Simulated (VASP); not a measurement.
# VO2 (P4_2/mnm) in VASP: further runs

VO2 is run at these levels: PBE; tasks: single point, relaxation of cell and atoms.

All numbers are computed with VASP 6.6.1; they aren't measurements. Logs are shortened: lines on timing, memory, paths and dates and some standing lists are left out, and cuts for length are marked.

## Step 1: The cell of the first run

It takes space group P4_2/mnm (No. 136, tetragonal). Conventional cell: a = 4.615 Å, b = 4.615 Å, c = 2.775 Å, α = 90.00°, β = 90.00°, γ = 90.00°. V (site symmetry mmm) has 6 O at 1.91 to 1.95 Å within 2.5 Å. O (site symmetry m2m) has 3 V at 1.91 to 1.95 Å within 2.5 Å.

## Step 2: Single point, PBE

INCAR

```
SYSTEM = VO2
  ALGO = Normal
  EDIFF = 1E-6
  ENCUT = 600
  GGA = PE
  GGA_COMPAT = .FALSE.
  ISIF = 2
  ISMEAR = 0
  LASPH = .TRUE.
  LCHARG = .FALSE.
  LREAL = .FALSE.
  LWAVE = .FALSE.
  NBANDS = 34
  NELM = 120
  PREC = Accurate
  SIGMA = 0.05
```

KPOINTS

```
k-points
0
G
  6 6 10
  0 0 0
```

POSCAR

```
VO2
1.0
    4.6147198922      0.0000000000      0.0000000000
    0.0000000000      4.6147198922      0.0000000000
    0.0000000000      0.0000000000      2.7749445271
V O
2 4
Direct
    0.0000000000      0.0000000000      0.0000000000
    0.5000000000      0.5000000000      0.5000000000
    0.2985480401      0.2985480401      0.0000000000
    0.2014519599      0.7985480401      0.5000000000
    0.7014519599      0.7014519599      0.0000000000
    0.7985480401      0.2014519599      0.5000000000
```

Potentials or basis: VASP PAW PBE potentials, release 64 (V_sv, O).

Command:

```bash
> cat potpaw_PBE.64/V_sv/POTCAR potpaw_PBE.64/O/POTCAR > POTCAR
> mpirun -np 1 vasp_std > vasp.out
```

OUTCAR:

```text
SYSTEM = VO2
   EDIFF = 1E-6
   ENCUT = 600
   GGA = PE
   ISIF = 2
   ISMEAR = 0
   LASPH = .TRUE.
   LREAL = .FALSE.
   NELM = 120
   PREC = Accurate

 ion  position               nearest neighbor table
   1  0.000  0.000  0.000-   4 1.91   6 1.91   4 1.91   6 1.91   5 1.95   3 1.95
   2  0.500  0.500  0.500-   3 1.91   5 1.91   3 1.91   5 1.91   4 1.95   6 1.95
   3  0.299  0.299  0.000-   2 1.91   2 1.91   1 1.95
   4  0.201  0.799  0.500-   1 1.91   1 1.91   2 1.95
   5  0.701  0.701  0.000-   2 1.91   2 1.91   1 1.95
   6  0.799  0.201  0.500-   1 1.91   1 1.91   2 1.95

  LATTYP: Found a simple tetragonal cell.
 ALAT       =     4.6147198922
 C/A-ratio  =     0.6013245857

  Lattice vectors:

 A1 = (   4.6147198922,   0.0000000000,   0.0000000000)
 A2 = (   0.0000000000,   4.6147198922,   0.0000000000)
 A3 = (   0.0000000000,   0.0000000000,   2.7749445271)

Analysis of symmetry for initial positions (statically):
=====================================================================
 Subroutine PRICEL returns:
 Original cell was already a primitive cell.

 Routine SETGRP: Setting up the symmetry group for a
 simple tetragonal supercell.

 Subroutine GETGRP returns: Found 16 space group operations
 (whereof  8 operations were pure point group operations)
 out of a pool of 16 trial point group operations.

The static configuration has the point symmetry D_2h.
 The point group associated with its full space group is D_4h.

Analysis of symmetry for dynamics (positions and initial velocities):
=====================================================================
 Subroutine PRICEL returns:
 Original cell was already a primitive cell.

 Routine SETGRP: Setting up the symmetry group for a
 simple tetragonal supercell.

 Subroutine GETGRP returns: Found 16 space group operations
 (whereof  8 operations were pure point group operations)
 out of a pool of 16 trial point group operations.

The dynamic configuration has the point symmetry D_2h.
 The point group associated with its full space group is D_4h.

 Subroutine INISYM returns: Found 16 space group operations
 (whereof  8 operations are pure point group operations),
 and found     1 'primitive' translations

----------------------------------------------------------------------------------------
[... 101 lines left out ...]
   EDIFF  = 0.1E-05   stopping-criterion for ELM
   LREAL  =      F    real-space projection
   EDIFFG = 0.1E-04   stopping-criterion for IOM
   NSW    =      0    number of steps for IOM
   IBRION =     -1    ionic relax: 0-MD 1-quasi-New 2-CG
   NFREE  =      0    steps in history (QN), initial steepest desc. (CG)
   ISIF   =      2    stress and relaxation
   ISYM   =      2    0-nonsym 1-usesym 2-fastsym
   POTIM  = 0.5000    time-step for ionic-motion
   TEBEG  =    0.0;   TEEND  =   0.0 temperature during run
   PSTRESS=    0.0 pullay stress
   NELECT =      50.0000    total number of electrons
   NUPDOWN=      -1.0000    fix difference up-down
   EMIN   =  10.00;   EMAX   =-10.00  energy-range for DOS
   EFERMI =   0.00;   METHOD = LEGACY
   ISMEAR =     0;   SIGMA  =   0.05  broadening in eV -4-tet -1-fermi 0-gaus
   EFERMI_NEDOS =   21; number of points for ismear=-14 and -15
   IALGO  =     38    algorithm
   IMIX   =      4    mixing-type and parameters
     AMIX     =   0.40;   BMIX     =  1.00
     AMIX_MAG =   1.60;   BMIX_MAG =  1.00
  volume/ion in A,a.u.               =       9.85        66.46
  Fermi-wavevector in a.u.,A,eV,Ry     =   1.548400  2.926052 32.620548  2.397543
  Thomas-Fermi vector in A             =   2.653356
   LORBIT       =      0    0 simple, 1 ext, 2 COOP (PROOUT), +10 PAW based schemes
   GGA     = PE    functional components
   LHFCALC =     F    Hartree Fock is set to
   AEXX    =    0.0000 exact exchange contribution
   IVDW    =     0    specifies the selected vdW correction
   LEPSILON=     F    determine dielectric tensor
   LRPA    =     F    only Hartree local field effects (RPA)
 non-spin polarized calculation
 Gauss-broadening in eV      SIGMA  =   0.05
  energy-cutoff  :      600.00
  volume of cell :       59.09
 maximum number of plane-waves:      2004
 NGX is ok and might be reduce to    40
   NGX = 19   NGY = 19   NGZ = 11

 number of electron      50.0000013 magnetization

 Free energy of the ion-electron system (eV)
  ---------------------------------------------------
  ext. energy  EPLUGINS =         0.00000000
  ---------------------------------------------------
  free energy    TOTEN  =       -51.79778797 eV

  energy without entropy =      -51.78931884  energy(sigma->0) =      -51.79355341

 E-fermi :   6.4408     XC(G=0): -11.7713

 val. band max:        6.4324549243   @ k =   0.3333   0.3333   0.1000
 cond. band min:       6.4411229384   @ k =   0.3333   0.3333   0.2000
 fundamental gap:      0.0086680141
 Fermi energy:         6.4407942123

 k-point     1 :       0.0000    0.0000    0.0000
  band No.  band energies     occupation
      1     -59.3256      2.00000
      2     -59.3169      2.00000
      3     -33.1840      2.00000
      4     -33.1840      2.00000
      5     -33.1303      2.00000
      6     -33.1132      2.00000
[... 877 lines left out ...]
     33      10.6237      0.00000
     34      10.6237      0.00000

 [... further k-points ...]

------------------------ aborting loop because EDIFF is reached ----------------------------------------

  FORCE on cell =-STRESS in cart. coord.  units (eV):
  Direction    XX          YY          ZZ          XY          YZ          ZX
  --------------------------------------------------------------------------------------
  -------------------------------------------------------------------------------------
  Total        0.2237796      0.2237796      0.3783818     -0.0000000      0.0000000      0.0000000
  in kB        6.0671696      6.0671696     10.2587827     -0.0000000      0.0000000      0.0000000
  external PRESSURE =       7.4643739 kB  Pullay stress =       0.0000000 kB

 VOLUME and BASIS-vectors are now :
 -----------------------------------------------------------------------------
  energy-cutoff  :      600.00
  volume of cell :       59.09
      direct lattice vectors                 reciprocal lattice vectors
     4.614719892  0.000000000  0.000000000     0.216697876  0.000000000  0.000000000
     0.000000000  4.614719892  0.000000000     0.000000000  0.216697876  0.000000000
     0.000000000  0.000000000  2.774944527     0.000000000  0.000000000  0.360367564

 POSITION                                       TOTAL-FORCE (eV/Angst)
 -----------------------------------------------------------------------------------
      0.00000      0.00000      0.00000         0.000000      0.000000      0.000000
      2.30736      2.30736      1.38747         0.000000      0.000000      0.000000
      1.37772      1.37772      0.00000        -0.025105     -0.025105      0.000000
      0.92964      3.68508      1.38747         0.025105     -0.025105      0.000000
      3.23700      3.23700      0.00000         0.025105      0.025105      0.000000
      3.68508      0.92964      1.38747        -0.025105      0.025105      0.000000
 -----------------------------------------------------------------------------------
    total drift:                               -0.000000      0.000000     -0.000000

  FREE ENERGIE OF THE ION-ELECTRON SYSTEM (eV)
  ---------------------------------------------------
  free  energy   TOTEN  =       -51.7977879733 eV

  energy  without entropy=      -51.7893188390  energy(sigma->0) =      -51.79355341
```

OSZICAR:

```text
N       E                     dE             d eps       ncg     rms          rms(c)
DAV:   1     0.677598736646E+03    0.67760E+03   -0.30275E+04  4096   0.180E+03
DAV:   2    -0.608070787102E+01   -0.68368E+03   -0.64269E+03  4374   0.526E+02
DAV:   3    -0.675568107240E+02   -0.61476E+02   -0.60263E+02  4348   0.162E+02
DAV:   4    -0.688319362508E+02   -0.12751E+01   -0.12590E+01  4866   0.231E+01
DAV:   5    -0.688475757504E+02   -0.15639E-01   -0.15628E-01  4568   0.262E+00    0.466E+01
DAV:   6    -0.565351066127E+02    0.12312E+02   -0.76056E+01  5096   0.829E+01    0.258E+01
DAV:   7    -0.542928254759E+02    0.22423E+01   -0.40692E+01  4578   0.721E+01    0.221E+01
DAV:   8    -0.520723850924E+02    0.22204E+01   -0.35343E+00  4142   0.197E+01    0.649E+00
DAV:   9    -0.517979579780E+02    0.27443E+00   -0.56893E-01  5202   0.783E+00    0.136E+00
DAV:  10    -0.517979516006E+02    0.63774E-05   -0.94410E-02  4132   0.252E+00    0.788E-01
DAV:  11    -0.518036381159E+02   -0.56865E-02   -0.63885E-03  4196   0.105E+00    0.801E-01
DAV:  12    -0.517983542795E+02    0.52838E-02   -0.11239E-02  4800   0.145E+00    0.203E-01
DAV:  13    -0.517978316443E+02    0.52264E-03   -0.86909E-04  4120   0.289E-01    0.113E-01
DAV:  14    -0.517977959709E+02    0.35673E-04   -0.29551E-04  4192   0.954E-02    0.357E-02
DAV:  15    -0.517977903861E+02    0.55848E-05   -0.23865E-05  4674   0.609E-02    0.135E-02
DAV:  16    -0.517977878476E+02    0.25385E-05   -0.93713E-06  3546   0.208E-02    0.108E-03
DAV:  17    -0.517977879733E+02   -0.12569E-06   -0.43599E-07  2040   0.639E-03
   1 F= -.51797788E+02 E0= -.51793553E+02  d E =-.846913E-02
```

stdout:

```text
POSCAR found type information on POSCAR V O
 POSCAR found :  2 types and       6 ions
 scaLAPACK will be used
 LDA part: xc-table for (Slater+PW92), standard interpolation
 POSCAR, INCAR and KPOINTS ok, starting setup
 FFT: planning ... GRIDC
 FFT: planning ... GRID_SOFT
 FFT: planning ... GRID
 WAVECAR not read
 entering main loop
```

Run time: 70 s. Hardware: 1 thread of Intel Xeon 6975P-C (Granite Rapids), shared host; peak memory 0.25 GiB.

What came out:

```
Free energy            : -51.7978 eV
Pressure               : 0.7 GPa
Largest force          : 0.036 eV/Å
Band gap on the k mesh : zero (band 25 reaches 7.10 eV, above the bottom of band 26 at 5.69 eV)
```

Forces in eV/Å, atoms in the order of the input:
```
V    0.000  0.000  0.000
V    0.000  0.000  0.000
O   -0.025 -0.025  0.000
O    0.025 -0.025  0.000
O    0.025  0.025  0.000
O   -0.025  0.025  0.000
```

Stress tensor (GPa, compression positive):
```
0.61 0.00 0.00
0.00 0.61 0.00
0.00 0.00 1.03
```

Caveat: the run has no spin polarisation, though such a crystal can be magnetic; semilocal functionals often make such compounds metallic where correlation or magnetic order opens a gap, which also shifts bond lengths. With open d or f shells a metallic result of PBE can be an artefact of self-interaction; +U or a hybrid may open a gap.

## Step 3: Relaxation of cell and atoms, PBE

This run uses another cell than the first one, of 9.81 Å³/atom, 0.996 times its volume.

INCAR

```
  PREC = Accurate
  ENCUT = 600
  EDIFF = 1E-7
  ISMEAR = 0
  SIGMA = 0.05
  LREAL = F
  LASPH = T
  NELM = 120
  ALGO = Normal
  ISIF = 3
  LWAVE = F
  LCHARG = F
  GGA = PE
  IBRION = 2
  NSW = 80
  EDIFFG = -0.01
  GGA_COMPAT = F
  NELMIN = 4
```

KPOINTS

```
Automatic mesh
0
Gamma
  6 6 10
```

POSCAR

```
VO2
1.0
    4.5300000000      0.0000000000      0.0000000000
    0.0000000000      4.5300000000      0.0000000000
    0.0000000000      0.0000000000      2.8690000000
V O
2 4
Direct
    0.0000000000      0.0000000000      0.0000000000
    0.5000000000      0.5000000000      0.5000000000
    0.3050000000      0.3050000000      0.0000000000
    0.1950000000      0.8050000000      0.5000000000
    0.6950000000      0.6950000000      0.0000000000
    0.8050000000      0.1950000000      0.5000000000
```

Potentials or basis: VASP PAW PBE potentials, release 64 (V_sv, O).

Command:

```bash
> cat potpaw_PBE.64/V_sv/POTCAR potpaw_PBE.64/O/POTCAR > POTCAR
> mpirun -np 1 vasp_std > vasp.out
```

Run time: 3.4 min. Hardware: 1 thread of Intel Xeon 6975P-C (Granite Rapids), shared host; peak memory 0.25 GiB.

It converged, with:

* Free energy: -51.7980 eV
* Relaxed volume: 9.88 Å³/atom
* Relaxed cell: a = 4.617 Å, b = 4.617 Å, c = 2.780 Å, α = 90.00°, β = 90.00°, γ = 90.00°
* Space group after relaxing (to 0.05 Å): P4_2/mnm (No. 136)
* Energy gained by relaxing: 17.1 meV/atom
* Ionic steps: 7
* Pressure after relaxing: -0.1 GPa
* Largest force after relaxing: 0.003 eV/Å
* Band gap on the k mesh: zero (band 25 reaches 7.06 eV, above the bottom of band 26 at 5.66 eV)

Forces in eV/Å, atoms in the order of the input:
```
V    0.000  0.000  0.000
V    0.000  0.000  0.000
O   -0.002 -0.002  0.000
O    0.002 -0.002  0.000
O    0.002  0.002  0.000
O   -0.002  0.002  0.000
```

Stress tensor (GPa, compression positive):
```
-0.04  0.00  0.00
 0.00 -0.04  0.00
 0.00  0.00 -0.13
```

Step by step:
| step | energy change (eV) | largest force (eV/Å) | pressure (GPa) | volume (Å³) |
| --- | --- | --- | --- | --- |
| 1 | 0.0000 | 0.5652 | 2.82 | 58.87 |
| 2 | -0.0680 | 0.0350 | -4.13 | 60.35 |
| 3 | -0.0680 | 0.0349 | -4.13 | 60.35 |
| 4 | -0.1007 | 0.0077 | 1.17 | 58.97 |
| 5 | -0.1028 | 0.0138 | 0.12 | 59.23 |
| 6 | -0.1027 | 0.0144 | 0.03 | 59.25 |
| 7 | -0.1028 | 0.0035 | -0.07 | 59.27 |

Final structure:
```
V O
1.0
     4.61742    0.00000    0.00000
     0.00000    4.61742    0.00000
     0.00000    0.00000    2.77996
V O
2 4
Cartesian
  4.6174 0.0000 0.0000
  2.3087 2.3087 1.3900
  1.3781 1.3781 0.0000
  0.9306 3.6868 1.3900
  3.2393 3.2393 2.7800
  3.6868 0.9306 1.3900
```

Levels at points of the mesh, in eV from the Fermi level:
```tsv
k point	band 23	band 24	band 25	band 26	band 27	band 28
(0.00, 0.00, 0.00)	-2.18	-1.76	-0.68	-0.68	0.08	0.08
(0.50, 0.00, 0.00)	-2.45	-2.45	-0.07	-0.07	0.63	0.63
(0.50, 0.50, 0.00)	-2.78	-2.78	-0.74	-0.74	0.10	0.10
(0.00, 0.00, 0.50)	-3.34	-3.34	0.66	0.66	1.13	1.13
(0.50, 0.00, 0.50)	-2.76	-2.76	-0.51	-0.51	1.09	1.09
(0.50, 0.50, 0.50)	-2.48	-2.48	0.35	0.35	0.60	0.60
```

Caveat: the run has no spin polarisation, though such a crystal can be magnetic; semilocal functionals often make such compounds metallic where correlation or magnetic order opens a gap, which also shifts bond lengths.
